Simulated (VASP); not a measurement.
# AlP7 (P-43m) in VASP: a series of runs

The runs below take AlP7 through single point, relaxation of cell and atoms, with PBE.

Program: VASP 6.6.1. These are calculated values, not measurements. Logs are shortened: lines on timing, memory, paths and dates and some standing lists are left out, and cuts for length are marked.

## 1. The cell of the first run

Symmetry: P-43m, No. 215, cubic system. The conventional cell has a = 5.431 Å, b = 5.431 Å, c = 5.431 Å, α = 90.00°, β = 90.00°, γ = 90.00°. Within 3.3 Å of Al (site symmetry -43m) lie 4 P at 2.49 Å. Within 3.1 Å of P (site symmetry 3m) lie 3 P at 2.31 Å and 1 Al at 2.49 Å. P (site symmetry -42m) has 4 P at 2.31 Å within 3.1 Å.

## 2. Single point, PBE

INCAR reads:

```
  PREC = Accurate
  ENCUT = 520
  EDIFF = 1E-6
  ISMEAR = 0
  SIGMA = 0.1
  LREAL = False
  LASPH = True
  NELM = 60
  ALGO = Normal
  ISIF = 2
  LWAVE = False
  LCHARG = False
  GGA = PE
  NBANDS = 29
```

KPOINTS reads:

```
Automatic mesh
0
Gamma
  4 4 4
```

POSCAR reads:

```
AlP7
1.0
    5.4312159998      0.0000000000      0.0000000000
    0.0000000000      5.4312159998      0.0000000000
    0.0000000000      0.0000000000      5.4312159998
Al P
1 7
Direct
    0.0000000000      0.0000000000      0.0000000000
    0.2642867253      0.2642867253      0.2642867253
    0.0000000000      0.5000000000      0.5000000000
    0.5000000000      0.5000000000      0.0000000000
    0.5000000000      0.0000000000      0.5000000000
    0.7357132747      0.2642867253      0.7357132747
    0.7357132747      0.7357132747      0.2642867253
    0.2642867253      0.7357132747      0.7357132747
```

Potentials or basis: VASP PAW PBE potentials, release 64 (Al, P).

The run is started by

```sh
$ cat potpaw_PBE.64/Al/POTCAR potpaw_PBE.64/P/POTCAR > POTCAR
$ mpirun -np 1 vasp_std > vasp.out
```

OUTCAR:

```text
PREC = Accurate
   ENCUT = 520
   EDIFF = 1E-6
   ISMEAR = 0
   LREAL = False
   LASPH = True
   NELM = 60
   ISIF = 2
   GGA = PE

 ion  position               nearest neighbor table
   1  0.000  0.000  0.000-   2 2.49   6 2.49   7 2.49   8 2.49
   2  0.264  0.264  0.264-   3 2.31   4 2.31   5 2.31   1 2.49
   3  0.000  0.500  0.500-   2 2.31   6 2.31   7 2.31   8 2.31
   4  0.500  0.500  0.000-   2 2.31   6 2.31   7 2.31   8 2.31
   5  0.500  0.000  0.500-   2 2.31   6 2.31   7 2.31   8 2.31
   6  0.736  0.264  0.736-   3 2.31   4 2.31   5 2.31   1 2.49
   7  0.736  0.736  0.264-   3 2.31   4 2.31   5 2.31   1 2.49
   8  0.264  0.736  0.736-   3 2.31   4 2.31   5 2.31   1 2.49

  LATTYP: Found a simple cubic cell.
 ALAT       =     5.4312159998

  Lattice vectors:

 A1 = (   5.4312159998,   0.0000000000,   0.0000000000)
 A2 = (   0.0000000000,   5.4312159998,   0.0000000000)
 A3 = (   0.0000000000,   0.0000000000,   5.4312159998)

Analysis of symmetry for initial positions (statically):
=====================================================================
 Subroutine PRICEL returns:
 Original cell was already a primitive cell.

 Routine SETGRP: Setting up the symmetry group for a
 simple cubic supercell.

 Subroutine GETGRP returns: Found 24 space group operations
 (whereof 24 operations were pure point group operations)
 out of a pool of 48 trial point group operations.

The static configuration has the point symmetry T_d .

Analysis of symmetry for dynamics (positions and initial velocities):
=====================================================================
 Subroutine PRICEL returns:
 Original cell was already a primitive cell.

 Routine SETGRP: Setting up the symmetry group for a
 simple cubic supercell.

 Subroutine GETGRP returns: Found 24 space group operations
 (whereof 24 operations were pure point group operations)
 out of a pool of 48 trial point group operations.

The dynamic configuration has the point symmetry T_d .

 Subroutine INISYM returns: Found 24 space group operations
 (whereof 24 operations are pure point group operations),
 and found     1 'primitive' translations

----------------------------------------------------------------------------------------

                                     Primitive cell

  volume of cell :     160.2106

  direct lattice vectors                    reciprocal lattice vectors
     5.431216000  0.000000000  0.000000000     0.184120830  0.000000000  0.000000000
     0.000000000  5.431216000  0.000000000     0.000000000  0.184120830  0.000000000
     0.000000000  0.000000000  5.431216000     0.000000000  0.000000000  0.184120830

  length of vectors
     5.431216000  5.431216000  5.431216000     0.184120830  0.184120830  0.184120830

  position of ions in fractional coordinates (direct lattice)
     0.000000000  0.000000000  0.000000000
     0.264286725  0.264286725  0.264286725
     0.000000000  0.500000000  0.500000000
     0.500000000  0.500000000  0.000000000
     0.500000000  0.000000000  0.500000000
     0.735713275  0.264286725  0.735713275
     0.735713275  0.735713275  0.264286725
     0.264286725  0.735713275  0.735713275

  ion indices of the primitive-cell ions
   primitive index   ion index
                 1           1
                 2           2
                 3           3
                 4           4
                 5           5
                 6           6
                 7           7
                 8           8

----------------------------------------------------------------------------------------

 KPOINTS: Automatic mesh

Automatic generation of k-mesh.
 Grid dimensions read from file:
 generate k-points for:    4    4    4

 Generating k-lattice:

  Cartesian coordinates                     Fractional coordinates (reciprocal lattice)
     0.046030208  0.000000000  0.000000000     0.250000000  0.000000000  0.000000000
     0.000000000  0.046030208  0.000000000     0.000000000  0.250000000  0.000000000
     0.000000000  0.000000000  0.046030208     0.000000000  0.000000000  0.250000000

  Length of vectors
     0.046030208  0.046030208  0.046030208

  Shift w.r.t. Gamma in fractional coordinates (k-lattice)
     0.000000000  0.000000000  0.000000000

 Subroutine IBZKPT returns following result:
 ===========================================

 Found     10 irreducible k-points:

 Following reciprocal coordinates:
            Coordinates               Weight
  0.000000  0.000000  0.000000      1.000000
  0.250000  0.000000  0.000000      6.000000
  0.500000  0.000000  0.000000      3.000000
  0.250000  0.250000  0.000000     12.000000
  0.500000  0.250000  0.000000     12.000000
  0.500000  0.500000  0.000000      3.000000
  0.250000  0.250000  0.250000      8.000000
  0.500000  0.250000  0.250000     12.000000
  0.500000  0.500000  0.250000      6.000000
  0.500000  0.500000  0.500000      1.000000
   k-points           NKPTS =     10   k-points in BZ     NKDIM =     10   number of bands    NBANDS=     29
   number of dos      NEDOS =    301   number of ions     NIONS =      8
   total plane-waves  NPLWV =  64000
   dimension x,y,z NGX =    40 NGY =   40 NGZ =   40
   dimension x,y,z NGXF=    80 NGYF=   80 NGZF=   80
   ions per type =               1   7
   NGX,Y,Z   is equivalent  to a cutoff of  12.24, 12.24, 12.24 a.u.
   NGXF,Y,Z  is equivalent  to a cutoff of  24.49, 24.49, 24.49 a.u.
 SYSTEM =  unknown system
   PREC   = accura    normal or accurate (medium, high low for compatibility)
   ISTART =      0    job   : 0-new  1-cont  2-samecut
   ICHARG =      2    charge: 1-file 2-atom 10-const
   ISPIN  =      1    spin polarized calculation?
   LNONCOLLINEAR =      F non collinear calculations
   LSORBIT =      F    spin-orbit coupling
   LASPH  =      T    aspherical Exc in radial PAW
   ENCUT  =  520.0 eV  38.22 Ry    6.18 a.u.  10.10 10.10 10.10*2*pi/ulx,y,z
   NELM   =     60;   NELMIN=  2; NELMDL= -5     # of ELM steps
   EDIFF  = 0.1E-05   stopping-criterion for ELM
   LREAL  =      F    real-space projection
   EDIFFG = 0.1E-04   stopping-criterion for IOM
   NSW    =      0    number of steps for IOM
   IBRION =     -1    ionic relax: 0-MD 1-quasi-New 2-CG
   NFREE  =      0    steps in history (QN), initial steepest desc. (CG)
   ISIF   =      2    stress and relaxation
   ISYM   =      2    0-nonsym 1-usesym 2-fastsym
   POTIM  = 0.5000    time-step for ionic-motion
   TEBEG  =    0.0;   TEEND  =   0.0 temperature during run
   PSTRESS=    0.0 pullay stress
   NELECT =      38.0000    total number of electrons
   NUPDOWN=      -1.0000    fix difference up-down
   EMIN   =  10.00;   EMAX   =-10.00  energy-range for DOS
   EFERMI =   0.00;   METHOD = LEGACY
   ISMEAR =     0;   SIGMA  =   0.10  broadening in eV -4-tet -1-fermi 0-gaus
   EFERMI_NEDOS =   21; number of points for ismear=-14 and -15
   IALGO  =     38    algorithm
   IMIX   =      4    mixing-type and parameters
     AMIX     =   0.40;   BMIX     =  1.00
     AMIX_MAG =   1.60;   BMIX_MAG =  1.00
  volume/ion in A,a.u.               =      20.03       135.14
  Fermi-wavevector in a.u.,A,eV,Ry     =   1.013380  1.915010 13.972351  1.026939
  Thomas-Fermi vector in A             =   2.146545
   LORBIT       =      0    0 simple, 1 ext, 2 COOP (PROOUT), +10 PAW based schemes
   GGA     = PE    functional components
   LHFCALC =     F    Hartree Fock is set to
   AEXX    =    0.0000 exact exchange contribution
   IVDW    =     0    specifies the selected vdW correction
   LEPSILON=     F    determine dielectric tensor
   LRPA    =     F    only Hartree local field effects (RPA)
 non-spin polarized calculation
 Gauss-broadening in eV      SIGMA  =   0.10
  energy-cutoff  :      520.00
  volume of cell :      160.21
 maximum number of plane-waves:      4337
   NGX = 21   NGY = 21   NGZ = 21

 number of electron      37.9999992 magnetization

 Free energy of the ion-electron system (eV)
  ---------------------------------------------------
  ext. energy  EPLUGINS =         0.00000000
  ---------------------------------------------------
  free energy    TOTEN  =       -39.19531410 eV

  energy without entropy =      -39.17443149  energy(sigma->0) =      -39.18487280

 E-fermi :   6.3582     XC(G=0):  -9.5634

 val. band max:        6.2874622175   @ k =   0.5000   0.2500   0.2500
 cond. band min:       6.3730101493   @ k =   0.2500   0.0000   0.0000
 fundamental gap:      0.0855479318
 Fermi energy:         6.3581919163

 k-point     1 :       0.0000    0.0000    0.0000
  band No.  band energies     occupation
      1      -8.8380      2.00000
      2      -5.4821      2.00000
      3      -5.4821      2.00000
      4      -5.1966      2.00000
      5      -5.1966      2.00000
      6      -5.1966      2.00000
[... 21 lines left out ...]
     28      12.4339      0.00000
     29      12.4353      0.00000

 k-point     2 :       0.2500    0.0000    0.0000
  band No.  band energies     occupation
      1      -8.6194      2.00000
      2      -6.7037      2.00000
      3      -5.4546      2.00000
      4      -5.1656      2.00000
      5      -5.1656      2.00000
      6      -3.9191      2.00000
[... 21 lines left out ...]
     28      10.8376      0.00000
     29      11.1862      0.00000

 k-point     3 :       0.5000    0.0000    0.0000
  band No.  band energies     occupation
      1      -8.1922      2.00000
      2      -7.5297      2.00000
      3      -5.4262      2.00000
      4      -5.1337      2.00000
      5      -5.1337      2.00000
      6      -3.1254      2.00000
[... 21 lines left out ...]
     28       9.5784      0.00000
     29       9.5784      0.00000

 k-point     4 :       0.2500    0.2500    0.0000
  band No.  band energies     occupation
      1      -8.4060      2.00000
      2      -6.7851      2.00000
      3      -6.3656      2.00000
      4      -5.2611      2.00000
      5      -4.3407      2.00000
      6      -3.5581      2.00000
[... 21 lines left out ...]
     28      10.4124      0.00000
     29      10.7276      0.00000

 k-point     5 :       0.5000    0.2500    0.0000
  band No.  band energies     occupation
      1      -7.9787      2.00000
      2      -7.4250      2.00000
      3      -6.4175      2.00000
      4      -5.3728      2.00000
      5      -4.0928      2.00000
      6      -3.0002      2.00000
[... 21 lines left out ...]
     28       9.6065      0.00000
     29       9.9683      0.00000

 k-point     6 :       0.5000    0.5000    0.0000
  band No.  band energies     occupation
      1      -7.4190      2.00000
      2      -7.2979      2.00000
      3      -7.2979      2.00000
      4      -5.6232      2.00000
      5      -2.9903      2.00000
      6      -2.8571      2.00000
[... 21 lines left out ...]
     28       9.0662      0.00000
     29      10.4212      0.00000

 k-point     7 :       0.2500    0.2500    0.2500
  band No.  band energies     occupation
      1      -8.2026      2.00000
      2      -6.7314      2.00000
      3      -6.7314      2.00000
      4      -5.5262      2.00000
      5      -3.6989      2.00000
      6      -3.6989      2.00000
[... 21 lines left out ...]
     28       9.5326      0.00000
     29       9.9881      0.00000

 k-point     8 :       0.5000    0.2500    0.2500
  band No.  band energies     occupation
      1      -7.7894      2.00000
      2      -7.3396      2.00000
      3      -6.6737      2.00000
      4      -5.5533      2.00000
      5      -3.8422      2.00000
      6      -3.1570      2.00000
[... 21 lines left out ...]
     28       9.4261      0.00000
     29      10.3597      0.00000

 k-point     9 :       0.5000    0.5000    0.2500
  band No.  band energies     occupation
      1      -7.3111      2.00000
      2      -7.2409      2.00000
      3      -7.2409      2.00000
      4      -5.6937      2.00000
      5      -3.3307      2.00000
      6      -3.2279      2.00000
[... 21 lines left out ...]
     28       9.0251      0.00000
     29      10.6598      0.00000

 k-point    10 :       0.5000    0.5000    0.5000
  band No.  band energies     occupation
      1      -7.1796      2.00000
      2      -7.1796      2.00000
      3      -7.1796      2.00000
      4      -5.8070      2.00000
      5      -3.5348      2.00000
      6      -3.5348      2.00000
[... 21 lines left out ...]
     28       8.6631      0.00000
     29      11.5064      0.00000

------------------------ aborting loop because EDIFF is reached ----------------------------------------

  FORCE on cell =-STRESS in cart. coord.  units (eV):
  Direction    XX          YY          ZZ          XY          YZ          ZX
  --------------------------------------------------------------------------------------
  -------------------------------------------------------------------------------------
  Total       -0.1357904     -0.1357904     -0.1357904     -0.0000000     -0.0000000      0.0000000
  in kB       -1.3579643     -1.3579643     -1.3579643     -0.0000000     -0.0000000      0.0000000
  external PRESSURE =      -1.3579643 kB  Pullay stress =       0.0000000 kB

 VOLUME and BASIS-vectors are now :
 -----------------------------------------------------------------------------
  energy-cutoff  :      520.00
  volume of cell :      160.21
      direct lattice vectors                 reciprocal lattice vectors
     5.431216000  0.000000000  0.000000000     0.184120830  0.000000000  0.000000000
     0.000000000  5.431216000  0.000000000     0.000000000  0.184120830  0.000000000
     0.000000000  0.000000000  5.431216000     0.000000000  0.000000000  0.184120830

 POSITION                                       TOTAL-FORCE (eV/Angst)
 -----------------------------------------------------------------------------------
      0.00000      0.00000      0.00000         0.000000      0.000000      0.000000
      1.43540      1.43540      1.43540         0.020763      0.020763      0.020763
      0.00000      2.71561      2.71561        -0.000000      0.000000      0.000000
      2.71561      2.71561      0.00000        -0.000000      0.000000      0.000000
      2.71561      0.00000      2.71561        -0.000000      0.000000      0.000000
      3.99582      1.43540      3.99582        -0.020763      0.020763     -0.020763
      3.99582      3.99582      1.43540        -0.020763     -0.020763      0.020763
      1.43540      3.99582      3.99582         0.020763     -0.020763     -0.020763
 -----------------------------------------------------------------------------------
    total drift:                               -0.000000     -0.000000     -0.000000

  FREE ENERGIE OF THE ION-ELECTRON SYSTEM (eV)
  ---------------------------------------------------
  free  energy   TOTEN  =       -39.1953141036 eV

  energy  without entropy=      -39.1744314930  energy(sigma->0) =      -39.18487280
```

Wall time 18 s (1 thread of Intel Xeon 6975P-C (Granite Rapids), shared host); peak memory 0.24 GiB.

What came out:

```
Free energy            : -39.1953 eV
Pressure               : -0.1 GPa
Largest force          : 0.036 eV/Å
Band gap on the k mesh : zero (band 19 reaches 7.03 eV, above the bottom of band 20 at 5.15 eV)
```

Forces in eV/Å, atoms in the order of the input:
```
Al   0.000  0.000  0.000
P    0.021  0.021  0.021
P    0.000  0.000  0.000
P    0.000  0.000  0.000
P    0.000  0.000  0.000
P   -0.021  0.021 -0.021
P   -0.021 -0.021  0.021
P    0.021 -0.021 -0.021
```

## 3. Single point, PBE

This run uses another cell than the first one, of 25.31 Å³/atom, 1.264 times its volume.

INCAR reads:

```
SYSTEM = AlP7
PREC = Accurate
ENCUT = 520
EDIFF = 1E-7
ISMEAR = 0
SIGMA = 0.1
LREAL = .FALSE.
LASPH = .TRUE.
NELM = 60
ALGO = Normal
ISIF = 2
LWAVE = .FALSE.
LCHARG = .FALSE.
GGA = PE
NBANDS = 29
```

KPOINTS reads:

```
regular mesh
0
G
  4 4 4
  0 0 0
```

POSCAR reads:

```
AlP7
1.0
    5.8721018200      0.0000000000      0.0000000000
    0.0000000000      5.8721018200      0.0000000000
    0.0000000000      0.0000000000      5.8721018200
Al P
1 7
Direct
    0.0000000000      0.0000000000      0.0000000000
    0.2526152100      0.2526152100      0.2526152100
    0.0000000000      0.5000000000      0.5000000000
    0.5000000000      0.5000000000      0.0000000000
    0.5000000000      0.0000000000      0.5000000000
    0.7473847900      0.2526152100      0.7473847900
    0.7473847900      0.7473847900      0.2526152100
    0.2526152100      0.7473847900      0.7473847900
```

Potentials or basis: VASP PAW PBE potentials, release 64 (Al, P).

The run is started by

```sh
$ cat potpaw_PBE.64/Al/POTCAR potpaw_PBE.64/P/POTCAR > POTCAR
$ mpirun -np 1 vasp_std > vasp.out
```

It took 30 s on 1 thread of Intel Xeon 6975P-C (Granite Rapids), shared host; peak memory 0.33 GiB.

The run converged. Its results:

- Free energy: -37.7913 eV
- Pressure: -8.3 GPa
- Largest force: 0.135 eV/Å
- Band gap on the k mesh: zero (band 19 reaches 4.12 eV, above the bottom of band 20 at 3.47 eV)

Forces on the atoms (eV/Å):
```
Al   0.000  0.000  0.000
P    0.078  0.078  0.078
P    0.000  0.000  0.000
P    0.000  0.000  0.000
P    0.000  0.000  0.000
P   -0.078  0.078 -0.078
P   -0.078 -0.078  0.078
P    0.078 -0.078 -0.078
```

Levels at points of the mesh, in eV from the Fermi level:
```csv
k point,band 15,band 16,band 17,band 18,band 19,band 20,band 21,band 22,band 23,band 24
"(0.00, 0.00, 0.00)",-2.22,-2.22,-2.22,-0.85,-0.85,-0.58,-0.58,-0.58,0.75,0.75
"(0.50, 0.00, 0.00)",-3.02,-3.02,-0.74,-0.63,0.02,0.32,0.93,1.26,1.26,2.26
"(0.50, 0.50, 0.00)",-2.76,-2.76,-0.82,-0.82,-0.21,0.26,1.77,1.77,1.78,1.80
"(0.50, 0.50, 0.50)",-2.92,-2.92,-2.04,-2.04,-2.04,-0.10,1.31,1.31,1.31,1.39
```

(Continued in part 2 of 2.)
